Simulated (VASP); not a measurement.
# MgTl4 (P6/mmm) in VASP: further runs, part 2 of 2

VASP 6.6.1.

## Step 3: Single point, PBE

This run uses another cell than the first one, of 39.97 Å³/atom.

Input file INCAR:

```
SYSTEM = MgTl4
PREC = Accurate
ENCUT = 600
EDIFF = 1E-6
ISMEAR = 0
SIGMA = 0.1
LREAL = .FALSE.
LASPH = .TRUE.
NELM = 120
ALGO = Normal
ISIF = 2
LWAVE = .FALSE.
LCHARG = .FALSE.
GGA = PE
NBANDS = 35
GGA_COMPAT = .FALSE.
```

Input file KPOINTS:

```
Automatic mesh
0
G
  6 6 4
  0 0 0
```

Input file POSCAR:

```
MgTl4
1.0
    6.3561024271      0.0000000000      0.0000000000
   -3.1780512136      5.5045461709      0.0000000000
    0.0000000000      0.0000000000      5.7118057059
Mg Tl
1 4
Direct
    0.0000000000      0.0000000000      0.5000000000
    0.5000000000      0.0000000000      0.5000000000
    0.0000000000      0.5000000000      0.5000000000
    0.5000000000      0.5000000000      0.5000000000
    0.0000000000      0.0000000000      0.0000000000
```

Potentials or basis: VASP PAW PBE potentials, release 64 (Mg, Tl_d).

Launch:

```
cat potpaw_PBE.64/Mg/POTCAR potpaw_PBE.64/Tl_d/POTCAR > POTCAR
mpirun -np 1 vasp_std > vasp.out
```

OUTCAR:

```text
SYSTEM = MgTl4
   PREC = Accurate
   ENCUT = 600
   EDIFF = 1E-6
   ISMEAR = 0
   LREAL = .FALSE.
   LASPH = .TRUE.
   NELM = 120
   ISIF = 2
   GGA = PE

 ion  position               nearest neighbor table
   1  0.000  0.000  0.500-   5 2.86   5 2.86   4 3.18   4 3.18   2 3.18   2 3.18   3 3.18   3 3.18

   2  0.500  0.000  0.500-   3 3.18   3 3.18   1 3.18   1 3.18   4 3.18   4 3.18
   3  0.000  0.500  0.500-   2 3.18   2 3.18   4 3.18   4 3.18   1 3.18   1 3.18
   4  0.500  0.500  0.500-   1 3.18   1 3.18   3 3.18   3 3.18   2 3.18   2 3.18
[... 999 lines left out ...]
  -------------------------------------------------------------------------------------
  Total        0.2574329      0.2574329      0.0542066     -0.0000000      0.0000000     -0.0000000
  in kB        2.0639010      2.0639010      0.4345869     -0.0000000      0.0000000     -0.0000000
  external PRESSURE =       1.5207963 kB  Pullay stress =       0.0000000 kB

 VOLUME and BASIS-vectors are now :
 -----------------------------------------------------------------------------
  energy-cutoff  :      600.00
  volume of cell :      199.84
      direct lattice vectors                 reciprocal lattice vectors
     6.356102427  0.000000000  0.000000000     0.157329120  0.090834010  0.000000000
    -3.178051214  5.504546171  0.000000000     0.000000000  0.181668019  0.000000000
     0.000000000  0.000000000  5.711805706     0.000000000  0.000000000  0.175075983

 POSITION                                       TOTAL-FORCE (eV/Angst)
 -----------------------------------------------------------------------------------
      0.00000      0.00000      2.85590         0.000000      0.000000      0.000000
      3.17805      0.00000      2.85590        -0.000000      0.000000      0.000000
     -1.58903      2.75227      2.85590         0.000000      0.000000      0.000000
      1.58903      2.75227      2.85590         0.000000      0.000000      0.000000
      0.00000      0.00000      0.00000         0.000000      0.000000      0.000000
 -----------------------------------------------------------------------------------
    total drift:                                0.000000      0.000000      0.000000

  FREE ENERGIE OF THE ION-ELECTRON SYSTEM (eV)
  ---------------------------------------------------
  free  energy   TOTEN  =        -9.1928209089 eV

  energy  without entropy=       -9.1751160758  energy(sigma->0) =       -9.18396849
```

Wall time 5.1 min (1 thread of Intel Xeon 8259CL, shared host); peak memory 0.44 GiB.

What came out:

* Free energy: -9.1928 eV
* Pressure: 0.2 GPa
* Band gap on the k mesh: zero (bands 27 and 28 overlap by 2.14 eV)

Levels at points of the mesh, in eV from the Fermi level:
| k point | band 23 | band 24 | band 25 | band 26 | band 27 | band 28 | band 29 | band 30 | band 31 | band 32 |
| --- | --- | --- | --- | --- | --- | --- | --- | --- | --- | --- |
| (0.00, 0.00, 0.00) | -4.10 | -4.10 | -1.96 | -1.81 | -1.81 | -1.46 | 1.33 | 2.03 | 2.93 | 2.93 |
| (0.50, 0.00, 0.00) | -5.72 | -4.75 | -1.59 | -0.60 | 0.67 | 0.67 | 1.23 | 2.17 | 2.49 | 2.62 |
| (0.00, 0.00, 0.50) | -4.05 | -4.05 | -1.88 | -1.38 | -1.38 | -1.25 | -0.30 | 1.35 | 1.35 | 2.51 |
| (0.50, 0.00, 0.50) | -6.15 | -4.62 | -3.03 | -1.14 | 0.56 | 1.06 | 1.16 | 1.50 | 2.58 | 3.63 |

Caveat: spin-orbit coupling is left out, which moves the levels of the heavy elements.

## Step 4: Single point, PBE

This run uses another cell than the first one, of 40.57 Å³/atom.

Input file INCAR:

```
PREC = Accurate ; ENCUT = 600
EDIFF = 1E-6 ; ISMEAR = 0
SIGMA = 0.1 ; LREAL = False
LASPH = True ; NELM = 120
ALGO = Normal ; ISIF = 2
LWAVE = False ; LCHARG = False
GGA = PE ; NBANDS = 35
GGA_COMPAT = False
```

Input file KPOINTS:

```
regular mesh
0
Gamma
  6 6 8
```

POSCAR, as its differences from that of step 3:

```diff
@@ -2,5 +2,5 @@
 1.0
-    6.3561024271      0.0000000000      0.0000000000
-   -3.1780512136      5.5045461709      0.0000000000
-    0.0000000000      0.0000000000      5.7118057059
+    6.4092806259      0.0000000000      0.0000000000
+   -3.2046403130      5.5505998420      0.0000000000
+    0.0000000000      0.0000000000      5.7023687490
 Mg Tl
```

Potentials or basis: VASP PAW PBE potentials, release 64 (Mg, Tl_d).

Launch:

```
cat potpaw_PBE.64/Mg/POTCAR potpaw_PBE.64/Tl_d/POTCAR > POTCAR
mpirun -np 1 vasp_std > vasp.out
```

OUTCAR:

```text
PREC = Accurate
   ENCUT = 600
   EDIFF = 1E-6
   ISMEAR = 0
   LREAL = False
   LASPH = True
   NELM = 120
   ISIF = 2
   GGA = PE

 ion  position               nearest neighbor table
   1  0.000  0.000  0.500-   5 2.85   5 2.85   4 3.20   4 3.20   2 3.20   2 3.20   3 3.20   3 3.20

   2  0.500  0.000  0.500-   3 3.20   3 3.20   1 3.20   1 3.20   4 3.20   4 3.20
   3  0.000  0.500  0.500-   2 3.20   2 3.20   4 3.20   4 3.20   1 3.20   1 3.20
   4  0.500  0.500  0.500-   1 3.20   1 3.20   3 3.20   3 3.20   2 3.20   2 3.20
   5  0.000  0.000  0.000-   1 2.85   1 2.85

[... 1117 lines left out ...]
  -------------------------------------------------------------------------------------
  Total       -0.0261159     -0.0261159     -0.0868353      0.0000000      0.0000000      0.0000000
  in kB       -0.2062579     -0.2062579     -0.6858078      0.0000000      0.0000000      0.0000000
  external PRESSURE =      -0.3661079 kB  Pullay stress =       0.0000000 kB

 VOLUME and BASIS-vectors are now :
 -----------------------------------------------------------------------------
  energy-cutoff  :      600.00
  volume of cell :      202.86
      direct lattice vectors                 reciprocal lattice vectors
     6.409280626  0.000000000  0.000000000     0.156023750  0.090080354  0.000000000
    -3.204640313  5.550599842  0.000000000     0.000000000  0.180160708  0.000000000
     0.000000000  0.000000000  5.702368749     0.000000000  0.000000000  0.175365720

 POSITION                                       TOTAL-FORCE (eV/Angst)
 -----------------------------------------------------------------------------------
      0.00000      0.00000      2.85118         0.000000      0.000000      0.000000
      3.20464      0.00000      2.85118        -0.000000      0.000000      0.000000
     -1.60232      2.77530      2.85118         0.000000      0.000000      0.000000
      1.60232      2.77530      2.85118         0.000000      0.000000      0.000000
      0.00000      0.00000      0.00000         0.000000      0.000000      0.000000
 -----------------------------------------------------------------------------------
    total drift:                                0.000000      0.000000      0.000000

  FREE ENERGIE OF THE ION-ELECTRON SYSTEM (eV)
  ---------------------------------------------------
  free  energy   TOTEN  =        -9.1707378749 eV

  energy  without entropy=       -9.1554831348  energy(sigma->0) =       -9.16311050
```

OSZICAR:

```text
N       E                     dE             d eps       ncg     rms          rms(c)
DAV:   1     0.302334532250E+03    0.30233E+03   -0.28590E+04  2458   0.150E+03
DAV:   2    -0.786727491071E+00   -0.30312E+03   -0.29874E+03  2739   0.310E+02
DAV:   3    -0.921941834809E+01   -0.84327E+01   -0.83516E+01  2693   0.428E+01
DAV:   4    -0.933059025200E+01   -0.11117E+00   -0.11107E+00  2702   0.456E+00
DAV:   5    -0.933416400093E+01   -0.35737E-02   -0.35737E-02  2861   0.766E-01    0.356E+00
DAV:   6    -0.920552486281E+01    0.12864E+00   -0.19590E-01  2578   0.264E+00    0.231E+00
DAV:   7    -0.917090362142E+01    0.34621E-01   -0.14077E-01  2551   0.202E+00    0.749E-01
DAV:   8    -0.917042658776E+01    0.47703E-03   -0.16870E-02  2525   0.748E-01    0.107E-01
DAV:   9    -0.917059485031E+01   -0.16826E-03   -0.92611E-04  2592   0.198E-01    0.466E-02
DAV:  10    -0.917071544924E+01   -0.12060E-03   -0.25472E-04  2540   0.716E-02    0.169E-02
DAV:  11    -0.917072994752E+01   -0.14498E-04   -0.30998E-05  2565   0.240E-02    0.663E-03
DAV:  12    -0.917073611352E+01   -0.61660E-05   -0.99832E-06  2004   0.131E-02    0.275E-03
DAV:  13    -0.917073775834E+01   -0.16448E-05   -0.33348E-06  1989   0.569E-03    0.130E-03
DAV:  14    -0.917073787494E+01   -0.11660E-06   -0.13092E-07  1315   0.264E-03
   1 F= -.91707379E+01 E0= -.91631105E+01  d E =-.152547E-01
```

stdout:

```text
POSCAR found type information on POSCAR MgTl
 POSCAR found :  2 types and       5 ions
 scaLAPACK will be used
 LDA part: xc-table for (Slater+PW92), standard interpolation
 POSCAR, INCAR and KPOINTS ok, starting setup
 FFT: planning ... GRIDC
 FFT: planning ... GRID_SOFT
 FFT: planning ... GRID
 WAVECAR not read
 entering main loop
```

Wall time 8.5 min (1 thread of Intel Xeon 8259CL, shared host); peak memory 0.53 GiB.

What came out:

| Quantity | Value |
| --- | --- |
| Free energy | -9.1707 eV |
| Pressure | 0.0 GPa |
| Band gap on the k mesh | zero (bands 27 and 28 overlap by 2.07 eV) |

Caveat: spin-orbit coupling is left out, which moves the levels of the heavy elements.

## Step 5: Relaxation of cell and atoms, PBE

Input file INCAR:

```
SYSTEM = MgTl4
PREC = Accurate ; ENCUT = 600
EDIFF = 1E-7 ; ISMEAR = 0
SIGMA = 0.1 ; LREAL = .FALSE.
LASPH = .TRUE. ; NELM = 120
ALGO = Normal ; ISIF = 3
LWAVE = .FALSE. ; LCHARG = .FALSE.
GGA = PE ; IBRION = 2
NSW = 90 ; EDIFFG = -0.04
GGA_COMPAT = .FALSE. ; NELMIN = 4
```

Input file KPOINTS:

```
Automatic mesh
0
G
  6 6 4
  0 0 0
```

POSCAR, as its differences from that of step 4:

```diff
@@ -2,5 +2,5 @@
 1.0
-    6.4092806259      0.0000000000      0.0000000000
-   -3.2046403130      5.5505998420      0.0000000000
-    0.0000000000      0.0000000000      5.7023687490
+    5.6300176200      0.0000000000      0.0000000000
+   -2.8150088100      4.8757382800      0.0000000000
+    0.0000000000      0.0000000000      5.5922084600
 Mg Tl
```

Launch:

```
cat potpaw_PBE.64/Mg/POTCAR potpaw_PBE.64/Tl_d/POTCAR > POTCAR
mpirun -np 1 vasp_std > vasp.out
```

Run time: 9.7 min. Hardware: 1 thread of Intel Xeon 8259CL, shared host; peak memory 0.4 GiB.

It converged, with:

* Free energy: -9.1805 eV
* Relaxed volume: 40.09 Å³/atom
* Relaxed cell: a = 6.380 Å, b = 6.380 Å, c = 5.686 Å, α = 90.00°, β = 90.00°, γ = 120.00°
* Space group after relaxing (to 0.1 Å): P6/mmm (No. 191)
* Energy gained by relaxing: 339.9 meV/atom
* Ionic steps: 4
* Pressure after relaxing: 0.0 GPa
* Band gap on the k mesh: zero (bands 27 and 28 overlap by 2.11 eV)

Stress tensor (GPa, compression positive):
```
-0.03  0.00  0.00
 0.00 -0.03  0.00
 0.00  0.00  0.15
```

Step by step:
```
step  energy change (eV)  largest force (eV/Å)  pressure (GPa)  volume (Å³)
   1              0.0000                0.0000           11.81       153.51
   2             -1.6762                0.0000           -0.60       208.42
   3             -1.6984                0.0000            0.20       198.65
   4             -1.6995                0.0000            0.03       200.44
```

Final structure:
```
Mg Tl
1.0
     6.38010    0.00000    0.00000
    -3.19005    5.52533    0.00000
     0.00000    0.00000    5.68598
Mg Tl
1 4
Cartesian
  6.3801 0.0000 2.8430
  3.1900 0.0000 2.8430
  4.7851 2.7627 2.8430
  1.5950 2.7627 2.8430
  6.3801 0.0000 0.0000
```

Levels at points of the mesh, in eV from the Fermi level:
| k point | band 23 | band 24 | band 25 | band 26 | band 27 | band 28 | band 29 | band 30 | band 31 | band 32 |
| --- | --- | --- | --- | --- | --- | --- | --- | --- | --- | --- |
| (0.00, 0.00, 0.00) | -4.12 | -4.12 | -1.93 | -1.80 | -1.80 | -1.42 | 1.35 | 2.03 | 2.96 | 2.96 |
| (0.50, 0.00, 0.00) | -5.70 | -4.75 | -1.54 | -0.58 | 0.65 | 0.71 | 1.25 | 2.15 | 2.47 | 2.63 |
| (0.00, 0.00, 0.50) | -4.07 | -4.07 | -1.85 | -1.35 | -1.35 | -1.27 | -0.28 | 1.35 | 1.35 | 2.49 |
| (0.50, 0.00, 0.50) | -6.15 | -4.62 | -3.02 | -1.12 | 0.56 | 1.06 | 1.15 | 1.48 | 2.57 | 3.60 |

Caveat: the volume moved by over 15 % at a fixed basis, so the end points are rough; spin-orbit coupling is left out, which moves the levels of the heavy elements.

## Step 6: Overview

| task | cell | k mesh | gap on the mesh (eV) | pressure (GPa) |
| --- | --- | --- | --- | --- |
| single point | a = 5.630, b = 5.630, c = 5.592 Å, angles 90.0, 90.0, 120.0°, 5 atoms | 6 × 6 × 4 | none | 11.8 |
| single point | a = 6.356, b = 6.356, c = 5.712 Å, angles 90.0, 90.0, 120.0°, 5 atoms | 6 × 6 × 4 | none | 0.2 |
| single point | a = 6.409, b = 6.409, c = 5.702 Å, angles 90.0, 90.0, 120.0°, 5 atoms | 6 × 6 × 8 | none | 0.0 |
| relaxation of cell and atoms | relaxed from a = 5.630, b = 5.630, c = 5.592 Å, angles 90.0, 90.0, 120.0°, 5 atoms | 6 × 6 × 4 | none | 0.0 |

Alike in all rows: level PBE; potentials or basis VASP PAW PBE potentials, release 64 (Mg, Tl_d); no spin polarisation; cutoff (eV) 600; smearing gaussian 0.1 eV.

Caveats: spin-orbit coupling is left out, which moves the levels of the heavy elements; the cell stands under pressure (at least some runs); the volume moved by over 15 % at a fixed basis, so the end points are rough (at least some runs).

Total energies depend on the potentials used, so only differences within one code and one set of settings carry meaning.
